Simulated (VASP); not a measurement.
Nb, 1 atom in the cell. It takes space group P6/mmm (No. 191, hexagonal). Conventional cell: a = 2.864 Å, b = 2.864 Å, c = 2.725 Å, α = 90.00°, β = 90.00°, γ = 120.00°. Within 3.6 Å of Nb (site symmetry 6/mmm) lie 8 Nb at 2.73 to 2.86 Å. This isn't the form of Nb at room conditions, which is bcc.

* Program: VASP 6.6.1
* Task: single point
* Functional: PBE
* Potentials or basis: VASP PAW PBE potentials, release 64 (Nb_sv)
* Cutoff: 520 eV
* k mesh: 15 × 15 × 14
* Occupations: fermi-dirac, width 0.05 eV
* Spin: no spin polarisation
* Dipole correction: no
* k mesh for the DOS: 23 × 23 × 21
* Occupations for the DOS: tetrahedron
* Further INCAR settings: ALGO = Normal; EDIFF = 1e-07; NBANDS = 12

Potentials or basis: VASP PAW PBE potentials, release 64 (Nb_sv).

Command:

```console
$ cat potpaw_PBE.64/Nb_sv/POTCAR > POTCAR
$ cp INCAR.step1 INCAR
$ cp KPOINTS.step1 KPOINTS
$ mpirun -np 1 vasp_std > vasp.out
$ cp INCAR.step2 INCAR
$ cp KPOINTS.step2 KPOINTS
$ mpirun -np 1 vasp_std > vasp.out
```

Hardware: 1 thread of Intel Xeon 8259CL, on a shared host.

Question: How long does it take, and how much memory?

Answer: Wall time 2.4 min on 1 thread of Intel Xeon 8259CL (shared host), peak memory 0.27 GiB. Counts: k points 616.
